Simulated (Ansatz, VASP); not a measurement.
# One calculation of MnHg, two programs

The input INCAR:

```
ALGO = Normal
EDIFF = 1E-6
ENCUT = 520
GGA = PE
ISIF = 2
ISMEAR = -1
ISPIN = 2
LASPH = True
LCHARG = False
LMAXMIX = 4
LORBIT = 11
LREAL = False
LWAVE = False
MAGMOM = 0 3
NBANDS = 24
NELM = 150
NUPDOWN = 3.0
PREC = Accurate
SIGMA = 0.05
```

Contents of KPOINTS:

```
k-points
0
Gamma
  7 7 7
```

The input POSCAR:

```
MnHg
1.0
    3.3150000000      0.0000000000      0.0000000000
    0.0000000000      3.3150000000      0.0000000000
    0.0000000000      0.0000000000      3.3150000000
Hg Mn
1 1
Direct
    0.0000000000      0.0000000000      0.0000000000
    0.5000000000      0.5000000000      0.5000000000
```

Contents of input.yaml:

```yaml
crystal:
  lattice:
    - [3.315, 0.0, 0.0]
    - [0.0, 3.315, 0.0]
    - [0.0, 0.0, 3.315]
  atoms:
    - { symbol: Hg, position: [0.0, 0.0, 0.0] }
    - { symbol: Mn, position: [0.5, 0.5, 0.5], spin: 3.0 }
hamiltonian:
  xc: pbe
  pseudopotentials: { kind: paw }
magnetization:
  spin_polarized: true
  initial_magnetization: 3.0
  spin_locking: { lock_magnetization: hard }
kpoints:
  mp_grid: { grid: [7, 7, 7] }
scf:
  occupations: { method: fermi_dirac, width: 0.05 }
  lower_state_search: "off"
output:
  forces: true
  stress: true
  eigenvalues: true
```

Alike in both runs: task single point; functional PBE; k mesh 7 × 7 × 7; occupations fermi-dirac, width 0.05 eV; collinear spin; fixed moment 3 μB.

|  | VASP | Ansatz |
| --- | --- | --- |
| version | VASP 6.6.1 | Ansatz 0.2.0 |
| potentials or method | VASP PAW PBE potentials, release 64 (Hg, Mn_pv) | Ansatz PAW |
| plane-wave cutoff (eV) | 520 | 420 |
| valence electrons in the cell | 25 | 35 |

|  | VASP | Ansatz | Ansatz less VASP |
| --- | --- | --- | --- |
| pressure (GPa) | -5.0 | -5.5 | -0.50 |
| net moment per atom (μB) | 1.50 | 1.50 | 0.000 |
| size of the moment on the site where the two differ most (μB) | 0.13 | 0.09 | -0.039 |

Site moments also hang on the region over which each program counts them. The functional is the same, so the differences come from potentials, cutoffs and numerics. VASP's potentials hold 25 valence electrons a cell and Ansatz's 35, so a difference there can come from the potentials and not from the codes.

Spin-orbit coupling is off throughout.
